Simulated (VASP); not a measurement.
# Pt: single point with PBEsol

Crystal: Pt.

```
Pt
1.0
     2.65704    0.00000    0.00000
    -1.32852    2.30106    0.00000
     0.00000    0.00000    4.70681
Pt
2
Direct
  0.66667 0.33333 0.75000
  0.33333 0.66667 0.25000
```

This cell differs from its parent crystal: strain -0.025 along x and y, +0.000 along z.

```json
{
 "Program": "VASP 6.6.1",
 "Task": "single point",
 "Functional": "PBEsol",
 "Potentials or basis": "VASP PAW PBE potentials, release 64 (Pt)",
 "Cutoff": "520 eV",
 "k mesh": "24 × 24 × 14",
 "Occupations": "gaussian, width 0.15 eV",
 "Spin": "no spin polarisation"
}
```

| Item | Value |
| --- | --- |
| Pressure | 17.2 GPa |
| Band gap on the k mesh | zero (bands 10 and 11 overlap by 1.58 eV) |

Stress tensor (GPa, compression positive):
```
20.98  0.00  0.00
 0.00 20.98  0.00
 0.00  0.00  9.75
```

Levels at points of the mesh, in eV from the Fermi level:
```
           k point  band 8  band 9  band 10  band 11  band 12  band 13
(0.00, 0.00, 0.00)   -1.93   -1.93    -1.37    -0.22    -0.22     5.01
(0.50, 0.00, 0.00)   -0.03    0.49     0.70     2.47     4.11     7.72
(0.00, 0.00, 0.50)   -3.96   -0.86    -0.86    -0.86    -0.86    12.08
(0.50, 0.00, 0.50)   -1.10    0.61     0.61     1.64     1.64     7.27
```

Wall time 4.8 min on 1 thread of Intel Xeon 8259CL (shared host), peak memory 0.3 GiB.

Caveat: the cell differs from its parent crystal (strain -0.025 along x and y, +0.000 along z); the stress differs along the axes, from 10 to 21 GPa; the PAW data sets were made with another functional, which shifts forces and pressure a little; spin-orbit coupling is left out, which moves the levels of the heavy elements.
